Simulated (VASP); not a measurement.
**PbF2: single point with PBE**

Crystal: PbF2.

```xyz
3
Lattice="2.0924 1.2081 3.4192 -2.0924 1.2081 3.4192 0.0000 -2.4161 3.4192" Properties=species:S:1:pos:R:3 pbc="T T T"
Pb    0.0000    0.0000    0.0000
F     0.0000    0.0000    2.5639
F     0.0000    0.0000    7.6937
```

```
Program                : VASP 6.6.1
Task                   : single point
Functional             : PBE
Potentials or basis    : VASP PAW PBE potentials, release 64 (Pb_d, F)
Cutoff                 : 520 eV
k mesh                 : 10 × 10 × 10
Occupations            : gaussian, width 0.05 eV
Spin                   : no spin polarisation
Dipole correction      : no
Further INCAR settings : ALGO = Normal; EDIFF = 1e-07; NBANDS = 21
```

```json
{
  "Pressure": "2.8 GPa",
  "Band gap on the k mesh": "4.43 eV (least direct gap 4.56 eV)"
}
```

Levels at points of the mesh, in eV from the valence-band top:
| k point | band 10 | band 11 | band 12 | band 13 | band 14 | band 15 | band 16 | band 17 | band 18 | band 19 |
| --- | --- | --- | --- | --- | --- | --- | --- | --- | --- | --- |
| (0.00, 0.00, 0.00) | -2.49 | -2.49 | -1.99 | -1.99 | -1.99 | 6.78 | 6.79 | 6.79 | 10.66 | 15.17 |
| (0.50, 0.00, 0.00) | -2.70 | -2.70 | -2.16 | -2.16 | -0.02 | 5.04 | 7.69 | 7.69 | 13.24 | 13.76 |
| (0.50, 0.50, 0.00) | -3.58 | -1.57 | -1.57 | -1.57 | -0.14 | 4.43 | 7.92 | 7.93 | 8.96 | 14.22 |
| (0.50, 0.50, 0.50) | -2.70 | -2.70 | -2.16 | -2.16 | -0.02 | 5.03 | 7.69 | 7.69 | 13.24 | 13.77 |

Wall time 2.7 min on 1 thread of Oxide Virtual Turin-like Processor, with other jobs on the host, peak memory 0.22 GiB.

Caveat: spin-orbit coupling is left out, which moves the levels of the heavy elements. A k mesh can miss the band edges.
